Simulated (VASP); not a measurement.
IrSe: single point with r2SCAN

The system is IrSe.

```
CELL_PARAMETERS angstrom
0.00000 2.59299 2.59299
2.59299 0.00000 2.59299
2.59299 2.59299 0.00000
ATOMIC_POSITIONS crystal
Ir 0.50000 0.50000 0.50000
Se 0.00000 0.00000 0.00000
```

This cell differs from its parent crystal: volume scaled by 1.020.

* Program: VASP 6.6.1
* Task: single point
* Functional: r2SCAN
* Potentials or basis: VASP PAW PBE potentials, release 64 (Ir, Se)
* Cutoff: 520 eV
* k mesh: 12 × 12 × 12
* Occupations: gaussian, width 0.05 eV
* Spin: no spin polarisation

| Item | Value |
| --- | --- |
| Pressure | -2.6 GPa |

Levels at points of the mesh, in eV from the Fermi level:
```csv
k point,band 4,band 5,band 6,band 7,band 8,band 9,band 10,band 11,band 12,band 13
"(0.00, 0.00, 0.00)",-2.75,-2.49,-2.49,-1.75,-1.75,-1.75,2.51,10.41,12.85,12.85
"(0.50, 0.00, 0.00)",-5.74,-1.34,-1.34,-0.85,3.76,4.23,4.23,6.85,6.85,10.60
"(0.50, 0.50, 0.00)",-3.56,-3.56,-1.82,-0.90,-0.90,-0.28,1.21,9.96,12.69,14.83
```

It took 110 s on 1 thread of Intel(R) Xeon(R) Platinum 8559C (Emerald Rapids), with other jobs on the host, peak memory 0.2 GiB.

Caveat: the PAW data sets were made with another functional, which shifts forces and pressure a little; spin-orbit coupling is left out, which moves the levels of the heavy elements.
